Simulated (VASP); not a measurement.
# W (Fm-3m) in VASP: a series of runs

W is run at these levels: r2SCAN; tasks: single point, relaxation of volume and atoms at fixed shape.

Program: VASP 6.6.1. These are calculated values, not measurements. Logs are shortened: lines on timing, memory, paths and dates and some standing lists are left out, and cuts for length are marked.

## 1. The cell of the first run

Symmetry: Fm-3m, No. 225, cubic system. Conventional cell: a = 4.017 Å, b = 4.017 Å, c = 4.017 Å, α = 90.00°, β = 90.00°, γ = 90.00°. W (site symmetry m-3m) has 12 W at 2.84 Å within 3.7 Å.

This isn't the form of W at room conditions, which is bcc.

## 2. Single point, r2SCAN

POSCAR reads:

```
W
1.0
    0.0000000000      2.0085248211      2.0085248211
    2.0085248211      0.0000000000      2.0085248211
    2.0085248211      2.0085248211      0.0000000000
W
1
Direct
    0.0000000000      0.0000000000      0.0000000000
```

INCAR.step1 reads:

```
SYSTEM = W
ALGO     = Normal         ! electronic algorithm
EDIFF    = 1E-4           ! SCF threshold, eV
ENCUT    = 520            ! plane-wave cutoff, eV
GGA      = PE             ! functional
ISMEAR   = 0              ! smearing method
LASPH    = .TRUE.         ! aspherical terms in the spheres
LCHARG   = .FALSE.        ! write CHGCAR
LREAL    = .FALSE.        ! projectors in reciprocal space
LWAVE    = .TRUE.         ! write WAVECAR
NBANDS   = 13             ! bands
NELM     = 100            ! most SCF steps
PREC     = Accurate       ! precision mode
SIGMA    = 0.1            ! smearing width, eV
```

INCAR.step2 reads:

```
SYSTEM = W
ALGO     = Normal         ! electronic algorithm
EDIFF    = 1E-6           ! SCF threshold, eV
ENCUT    = 520            ! plane-wave cutoff, eV
ISIF     = 2              ! what is computed and relaxed
ISMEAR   = 0              ! smearing method
ISTART   = 1            
LASPH    = .TRUE.         ! aspherical terms in the spheres
LCHARG   = .TRUE.         ! write CHGCAR
LELF     = .TRUE.         ! ELF
LMIXTAU  = .TRUE.       
LREAL    = .FALSE.        ! projectors in reciprocal space
LVHAR    = .TRUE.       
LWAVE    = .FALSE.        ! write WAVECAR
METAGGA  = R2SCAN         ! meta-GGA
NBANDS   = 13             ! bands
NELM     = 100            ! most SCF steps
PREC     = Accurate       ! precision mode
SIGMA    = 0.1            ! smearing width, eV
```

KPOINTS reads:

```
k-points
0
G
  14 14 14
  0 0 0
```

Potentials or basis: VASP PAW PBE potentials, release 64 (W_sv).

The run is started by

```
cat potpaw_PBE.64/W_sv/POTCAR > POTCAR
cp INCAR.step1 INCAR
mpirun -np 1 vasp_std > vasp.out
cp INCAR.step2 INCAR
mpirun -np 1 vasp_std > vasp.out
```

OUTCAR:

```text
SYSTEM = W
   EDIFF = 1E-6
   ENCUT = 520
   ISIF = 2
   ISMEAR = 0
   ISTART = 1
   LASPH = .TRUE.
   LREAL = .FALSE.
   METAGGA = R2SCAN
   NELM = 100
   PREC = Accurate

 ion  position               nearest neighbor table
   1  0.000  0.000  0.000-

  LATTYP: Found a face centered cubic cell.
 ALAT       =     4.0170496422

  Lattice vectors:

 A1 = (   0.0000000000,   2.0085248211,   2.0085248211)
 A2 = (   2.0085248211,   0.0000000000,   2.0085248211)
 A3 = (   2.0085248211,   2.0085248211,   0.0000000000)

Analysis of symmetry for initial positions (statically):
=====================================================================
 Subroutine PRICEL returns:
 Original cell was already a primitive cell.

 Routine SETGRP: Setting up the symmetry group for a
 face centered cubic supercell.

 Subroutine GETGRP returns: Found 48 space group operations
 (whereof 48 operations were pure point group operations)
 out of a pool of 48 trial point group operations.

The static configuration has the point symmetry O_h .

Analysis of symmetry for dynamics (positions and initial velocities):
=====================================================================
 Subroutine PRICEL returns:
 Original cell was already a primitive cell.

 Routine SETGRP: Setting up the symmetry group for a
 face centered cubic supercell.

 Subroutine GETGRP returns: Found 48 space group operations
 (whereof 48 operations were pure point group operations)
 out of a pool of 48 trial point group operations.

The dynamic configuration has the point symmetry O_h .

 Subroutine INISYM returns: Found 48 space group operations
 (whereof 48 operations are pure point group operations),
 and found     1 'primitive' translations

----------------------------------------------------------------------------------------

                                     Primitive cell

  volume of cell :      16.2055

  direct lattice vectors                    reciprocal lattice vectors
     0.000000000  2.008524821  2.008524821    -0.248938920  0.248938920  0.248938920
     2.008524821  0.000000000  2.008524821     0.248938920 -0.248938920  0.248938920
     2.008524821  2.008524821  0.000000000     0.248938920  0.248938920 -0.248938920

  length of vectors
     2.840483042  2.840483042  2.840483042     0.431174858  0.431174858  0.431174858

  position of ions in fractional coordinates (direct lattice)
     0.000000000  0.000000000  0.000000000

  ion indices of the primitive-cell ions
   primitive index   ion index
                 1           1

----------------------------------------------------------------------------------------

 KPOINTS: k-points

Automatic generation of k-mesh.
 Grid dimensions read from file:
 generate k-points for:   14   14   14

 Generating k-lattice:

  Cartesian coordinates                     Fractional coordinates (reciprocal lattice)
    -0.017781351  0.017781351  0.017781351     0.071428571  0.000000000  0.000000000
     0.017781351 -0.017781351  0.017781351     0.000000000  0.071428571  0.000000000
     0.017781351  0.017781351 -0.017781351     0.000000000  0.000000000  0.071428571

  Length of vectors
     0.030798204  0.030798204  0.030798204

  Shift w.r.t. Gamma in fractional coordinates (k-lattice)
     0.000000000  0.000000000  0.000000000

 Subroutine IBZKPT returns following result:
 ===========================================

 Found    104 irreducible k-points:

 Following reciprocal coordinates:
            Coordinates               Weight
  0.000000  0.000000  0.000000      1.000000
  0.071429  0.000000  0.000000      8.000000
  0.142857  0.000000  0.000000      8.000000
  0.214286  0.000000  0.000000      8.000000
  0.285714  0.000000  0.000000      8.000000
  0.357143  0.000000  0.000000      8.000000
[... 16 lines left out ...]
  0.214286  0.142857  0.000000     24.000000
  0.285714  0.142857  0.000000     24.000000
 [... further k-points ...]
   k-points           NKPTS =    104   k-points in BZ     NKDIM =    104   number of bands    NBANDS=     13
   number of dos      NEDOS =    301   number of ions     NIONS =      1
   total plane-waves  NPLWV =  13824
   dimension x,y,z NGX =    24 NGY =   24 NGZ =   24
   dimension x,y,z NGXF=    48 NGYF=   48 NGZF=   48
   ions per type =               1
   NGX,Y,Z   is equivalent  to a cutoff of  14.05, 14.05, 14.05 a.u.
   NGXF,Y,Z  is equivalent  to a cutoff of  28.09, 28.09, 28.09 a.u.
 SYSTEM =  W
   PREC   = accura    normal or accurate (medium, high low for compatibility)
   ISTART =      1    job   : 0-new  1-cont  2-samecut
   ICHARG =      0    charge: 1-file 2-atom 10-const
   ISPIN  =      1    spin polarized calculation?
   LNONCOLLINEAR =      F non collinear calculations
   LSORBIT =      F    spin-orbit coupling
   LASPH  =      T    aspherical Exc in radial PAW
   ENCUT  =  520.0 eV  38.22 Ry    6.18 a.u.   5.28  5.28  5.28*2*pi/ulx,y,z
   NELM   =    100;   NELMIN=  2; NELMDL=  0     # of ELM steps
   EDIFF  = 0.1E-05   stopping-criterion for ELM
   LREAL  =      F    real-space projection
   EDIFFG = 0.1E-04   stopping-criterion for IOM
   NSW    =      0    number of steps for IOM
   IBRION =     -1    ionic relax: 0-MD 1-quasi-New 2-CG
   NFREE  =      0    steps in history (QN), initial steepest desc. (CG)
   ISIF   =      2    stress and relaxation
   ISYM   =      2    0-nonsym 1-usesym 2-fastsym
   POTIM  = 0.5000    time-step for ionic-motion
   TEBEG  =    0.0;   TEEND  =   0.0 temperature during run
   PSTRESS=    0.0 pullay stress
   NELECT =      14.0000    total number of electrons
   NUPDOWN=      -1.0000    fix difference up-down
   EMIN   =  10.00;   EMAX   =-10.00  energy-range for DOS
   EFERMI =   0.00;   METHOD = LEGACY
   ISMEAR =     0;   SIGMA  =   0.10  broadening in eV -4-tet -1-fermi 0-gaus
   EFERMI_NEDOS =   21; number of points for ismear=-14 and -15
   IALGO  =     38    algorithm
   IMIX   =      4    mixing-type and parameters
     AMIX     =   0.40;   BMIX     =  1.00
     AMIX_MAG =   1.60;   BMIX_MAG =  1.00
  volume/ion in A,a.u.               =      16.21       109.36
  Fermi-wavevector in a.u.,A,eV,Ry     =   1.559183  2.946428 33.076448  2.431050
  Thomas-Fermi vector in A             =   2.662578
   LORBIT       =      0    0 simple, 1 ext, 2 COOP (PROOUT), +10 PAW based schemes
   METAGGA = R2SCAN    functional components
   LHFCALC =     F    Hartree Fock is set to
   AEXX    =    0.0000 exact exchange contribution
   IVDW    =     0    specifies the selected vdW correction
   LEPSILON=     F    determine dielectric tensor
   LRPA    =     F    only Hartree local field effects (RPA)
 non-spin polarized calculation
 Gauss-broadening in eV      SIGMA  =   0.10
  energy-cutoff  :      520.00
  volume of cell :       16.21
 maximum number of plane-waves:       452
 NGX is ok and might be reduce to    24
   NGX = 11   NGY = 11   NGZ = 11

 number of electron      14.0000001 magnetization

 Free energy of the ion-electron system (eV)
  ---------------------------------------------------
  ext. energy  EPLUGINS =         0.00000000
  ---------------------------------------------------
  free energy    TOTEN  =       -50.79825330 eV

  energy without entropy =      -50.79189507  energy(sigma->0) =      -50.79507419

 E-fermi :  10.4935     XC(G=0): -14.8110

 val. band max:       10.4926935018   @ k =  -0.1429   0.0714   0.0000
 cond. band min:      10.4945259437   @ k =   0.4286   0.0000   0.0000
 fundamental gap:      0.0018324419
 Fermi energy:        10.4934581949

 k-point     1 :       0.0000    0.0000    0.0000
  band No.  band energies     occupation
      1     -65.0776      2.00000
      2     -27.9956      2.00000
      3     -27.9956      2.00000
      4     -27.9956      2.00000
      5       0.9648      2.00000
      6       9.9106      2.00000
      7       9.9106      2.00000
      8       9.9106      2.00000
      9      13.3529      0.00000
     10      13.3529      0.00000
     11      23.8922      0.00000
     12      29.6300      0.00000
     13      29.6300      0.00000

 k-point     2 :       0.0714    0.0000    0.0000
  band No.  band energies     occupation
      1     -65.0714      2.00000
      2     -28.0634      2.00000
      3     -28.0041      2.00000
      4     -28.0041      2.00000
      5       1.2019      2.00000
      6       9.7221      2.00000
      7      10.0206      2.00000
      8      10.0206      2.00000
      9      13.2518      0.00000
     10      13.2518      0.00000
     11      24.3698      0.00000
     12      28.5967      0.00000
     13      30.0716      0.00000

 k-point     3 :       0.1429    0.0000    0.0000
  band No.  band energies     occupation
      1     -65.0538      2.00000
      2     -28.2504      2.00000
      3     -28.0279      2.00000
      4     -28.0279      2.00000
      5       1.8696      2.00000
      6       9.2811      2.00000
      7      10.2774      1.99775
      8      10.2774      1.99775
      9      13.0728      0.00000
     10      13.0728      0.00000
     11      25.4783      0.00000
     12      27.0599      0.00000
     13      31.3245      0.00000

 k-point     4 :       0.2143    0.0000    0.0000
  band No.  band energies     occupation
      1     -65.0284      2.00000
      2     -28.5135      2.00000
      3     -28.0621      2.00000
      4     -28.0621      2.00000
      5       2.8201      2.00000
      6       8.8753      2.00000
      7      10.4405      1.54642
      8      10.4405      1.54639
      9      13.1571      0.00000
     10      13.1571      0.00000
     11      24.9085      0.00000
     12      27.6607      0.00000
     13      33.2181      0.00000

 k-point     5 :       0.2857    0.0000    0.0000
  band No.  band energies     occupation
      1     -65.0001      2.00000
      2     -28.7965      2.00000
      3     -28.0997      2.00000
      4     -28.0997      2.00000
      5       3.7582      2.00000
      6       8.8578      2.00000
      7      10.3134      1.98912
      8      10.3134      1.98912
      9      13.7578      0.00000
     10      13.7578      0.00000
     11      23.6454      0.00000
     12      28.0205      0.00000
     13      34.6850      0.00000
[... 257 lines left out ...]
 k-point    22 :       0.1429    0.1429    0.0000
  band No.  band energies     occupation
      1     -65.0460      2.00000
      2     -28.2434      2.00000
      3     -28.0838      2.00000
      4     -28.0838      2.00000
      5       2.1752      2.00000
      6       8.7952      2.00000
      7      10.6621      0.01709
      8      10.6621      0.01709
      9      11.9733      0.00000
     10      13.7632      0.00000
     11      26.2818      0.00000
     12      28.2884      0.00000
     13      30.3728      0.00000

 k-point    23 :       0.2143    0.1429    0.0000
  band No.  band energies     occupation
      1     -65.0270      2.00000
      2     -28.4142      2.00000
      3     -28.1272      2.00000
      4     -28.1170      2.00000
      5       2.9072      2.00000
      6       8.3382      2.00000
      7      10.7603      0.00016
      8      11.0193      0.00000
      9      11.7906      0.00000
     10      13.9798      0.00000
     11      27.2212      0.00000
     12      27.7813      0.00000
     13      30.8910      0.00000

 k-point    24 :       0.2857    0.1429    0.0000
  band No.  band energies     occupation
      1     -65.0023      2.00000
      2     -28.6462      2.00000
      3     -28.1698      2.00000
      4     -28.1573      2.00000
      5       3.8506      2.00000
      6       8.0255      2.00000
      7      10.1782      1.99999
      8      11.1643      0.00000
      9      12.6313      0.00000
     10      14.4277      0.00000
     11      25.9213      0.00000
     12      28.9676      0.00000
     13      31.5054      0.00000

 [... further k-points ...]

------------------------ aborting loop because EDIFF is reached ----------------------------------------

  FORCE on cell =-STRESS in cart. coord.  units (eV):
  Direction    XX          YY          ZZ          XY          YZ          ZX
  --------------------------------------------------------------------------------------
  -------------------------------------------------------------------------------------
  Total        0.1159251      0.1159251      0.1159251     -0.0000000      0.0000000     -0.0000000
  in kB       11.4611060     11.4611060     11.4611060     -0.0000000      0.0000000     -0.0000000
  external PRESSURE =      11.4611060 kB  Pullay stress =       0.0000000 kB

 VOLUME and BASIS-vectors are now :
 -----------------------------------------------------------------------------
  energy-cutoff  :      520.00
  volume of cell :       16.21
      direct lattice vectors                 reciprocal lattice vectors
     0.000000000  2.008524821  2.008524821    -0.248938920  0.248938920  0.248938920
     2.008524821  0.000000000  2.008524821     0.248938920 -0.248938920  0.248938920
     2.008524821  2.008524821  0.000000000     0.248938920  0.248938920 -0.248938920

 POSITION                                       TOTAL-FORCE (eV/Angst)
 -----------------------------------------------------------------------------------
      0.00000      0.00000      0.00000         0.000000      0.000000      0.000000
 -----------------------------------------------------------------------------------
    total drift:                               -0.000000      0.000000      0.000000

  FREE ENERGIE OF THE ION-ELECTRON SYSTEM (eV)
  ---------------------------------------------------
  free  energy   TOTEN  =       -50.7982533002 eV

  energy  without entropy=      -50.7918950710  energy(sigma->0) =      -50.79507419
```

Wall time 2.4 min (1 thread of AMD EPYC 7R43 (Zen 3), shared host); peak memory 0.13 GiB.

What came out:

* Free energy: -50.7983 eV
* Pressure: 1.1 GPa
* Band gap on the k mesh: zero (bands 7 and 8 overlap by 3.69 eV)

Caveat: the PAW data sets were made with another functional, which shifts forces and pressure a little; spin-orbit coupling is left out, which moves the levels of the heavy elements.

## 3. Relaxation of volume and atoms at fixed shape, r2SCAN

This run uses another cell than the first one, of 16.73 Å³/atom.

POSCAR reads:

```
W
1.0
    0.0000000000      2.0300000000      2.0300000000
    2.0300000000      0.0000000000      2.0300000000
    2.0300000000      2.0300000000      0.0000000000
W
1
Direct
    0.0000000000      0.0000000000      0.0000000000
```

INCAR.step1 reads:

```
PREC = Accurate
ENCUT = 600
ISMEAR = 0
SIGMA = 0.1
LREAL = False
LASPH = True
NELM = 80
GGA = PE
ALGO = Normal
EDIFF = 1E-4
LWAVE = True
LCHARG = False
```

INCAR.step2 reads:

```
PREC = Accurate
ENCUT = 600
EDIFF = 1E-7
ISMEAR = 0
SIGMA = 0.1
LREAL = False
LASPH = True
NELM = 80
ALGO = Normal
ISIF = 8
LWAVE = False
LCHARG = False
METAGGA = R2SCAN
LMIXTAU = True
IBRION = 2
NSW = 80
EDIFFG = -0.005
ISTART = 1
```

KPOINTS reads:

```
Automatic mesh
0
Gamma
  14 14 14
```

Potentials or basis: VASP PAW PBE potentials, release 64 (W_sv).

The run is started by

```
cat potpaw_PBE.64/W_sv/POTCAR > POTCAR
cp INCAR.step1 INCAR
mpirun -np 1 vasp_std > vasp.out
cp INCAR.step2 INCAR
mpirun -np 1 vasp_std > vasp.out
```

Run time: 7.4 min. Hardware: 1 thread of AMD EPYC 7R43 (Zen 3), shared host; peak memory 0.17 GiB.

The run converged. Its results:

```yaml
Free_energy: -50.7989 eV
Relaxed_volume: 16.27 Å³/atom
Relaxed_cell: a = 2.844 Å, b = 2.844 Å, c = 2.844 Å, α = 60.00°, β = 60.00°, γ = 60.00°
Space_group_after_relaxing_to_0.1_Å: Fm-3m (No. 225)
Energy_gained_by_relaxing: 11.7 meV/atom
Ionic_steps: 4
Pressure_after_relaxing: 0.0 GPa
Band_gap_on_the_k_mesh: zero (bands 7 and 8 overlap by 3.66 eV)
```

The path:
```tsv
step	energy change (eV)	largest force (eV/Å)	pressure (GPa)	volume (Å³)
1	0.0000	0.0000	-7.88	16.73
2	0.1295	0.0000	33.69	14.82
3	-0.0116	0.0000	-0.33	16.29
4	-0.0117	0.0000	-0.03	16.27
```

Final structure:
```
W
1.0
     0.00000    2.01122    2.01122
     2.01122    0.00000    2.01122
     2.01122    2.01122    0.00000
W
1
Direct
  0.00000 0.00000 0.00000
```

Levels at points of the mesh, in eV from the Fermi level:
| k point | band 5 | band 6 | band 7 | band 8 | band 9 | band 10 |
| --- | --- | --- | --- | --- | --- | --- |
| (0.00, 0.00, 0.00) | -9.51 | -0.58 | -0.58 | -0.58 | 2.85 | 2.85 |
| (0.50, 0.00, 0.00) | -5.93 | -0.74 | -0.74 | 0.50 | 5.35 | 5.35 |
| (0.50, 0.50, 0.00) | -5.76 | -4.82 | 3.08 | 5.39 | 6.04 | 6.04 |

Caveat: the PAW data sets were made with another functional, which shifts forces and pressure a little; spin-orbit coupling is left out, which moves the levels of the heavy elements.
